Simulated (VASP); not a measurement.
A run of VASP 6.6.1 is set up as follows.

File INCAR:

```
PREC     = Accurate       # precision mode
ENCUT    = 520            # plane-wave cutoff, eV
EDIFF    = 1E-7           # SCF threshold, eV
ISMEAR   = 0              # smearing method
SIGMA    = 0.1            # smearing width, eV
LREAL    = F              # projectors in reciprocal space
LASPH    = T              # aspherical terms in the spheres
NELM     = 80             # most SCF steps
ALGO     = Fast           # electronic algorithm
ISIF     = 2              # what is computed and relaxed
LWAVE    = F              # write WAVECAR
LCHARG   = F              # write CHGCAR
GGA      = PE             # functional
NBANDS   = 17             # bands
```

KPOINTS

```
Automatic mesh
0
Gamma
  14 14 14
```

POSCAR

```
KAg
1.0
    4.1273822000      0.0000000000      0.0000000000
    0.0000000000      4.1273822000      0.0000000000
    0.0000000000      0.0000000000      4.1273822000
K Ag
1 1
Direct
    0.5000000000      0.5000000000      0.5000000000
    0.0000000000      0.0000000000      0.0000000000
```

Potentials or basis: VASP PAW PBE potentials, release 64 (K_sv, Ag).

Launch:

```console
$ cat potpaw_PBE.64/K_sv/POTCAR potpaw_PBE.64/Ag/POTCAR > POTCAR
$ mpirun -np 1 vasp_std > vasp.out
```

**Question.** Predict the pressure.

**Answer.** 0.0 GPa.

**Question.** Estimate the band gap on the k mesh.

**Answer.** Zero (band 10 reaches 3.16 eV, above the bottom of band 11 at 1.41 eV).
